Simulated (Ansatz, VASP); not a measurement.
# Two plane-wave programs on SiC

```
CELL_PARAMETERS angstrom
0.00000 2.17400 2.17400
2.17400 0.00000 2.17400
2.17400 2.17400 0.00000
ATOMIC_POSITIONS crystal
Si 0.93100 0.93100 0.06900
C 0.75000 0.75000 0.75000
```

Alike in both runs: task single point; functional PBE; k mesh 4 × 4 × 4; occupations gaussian, width 0.05 eV; no spin polarisation.

```csv
,VASP,Ansatz
version,VASP 6.6.1,Ansatz 0.2.0
potentials or method,"VASP PAW PBE potentials, release 64 (Si, C), cutoff 600 eV","scalar-relativistic, plane waves, PAW"
valence electrons in the cell,8,8
```

|  | VASP | Ansatz | Ansatz less VASP |
| --- | --- | --- | --- |
| gap on the k mesh at the Fermi level (eV) | 0.04 | 0.05 | +0.005 |
| least direct gap on the mesh (eV) | 3.87 | 3.87 | 0.000 |
| pressure (GPa) | 15.4 | 15.7 | +0.27 |
| traceless stress, the component that is largest in VASP (GPa) | 21.31 | 21.30 | -0.013 |
| rms of the force components (eV/Å) | 3.010 | 3.011 | +0.0014 |

Atom by atom the forces differ by 0.001 eV/Å (rms over components). The functional is the same, so the differences come from potentials, cutoffs and numerics.

The k mesh is coarse, so the values compare programs but aren't converged.
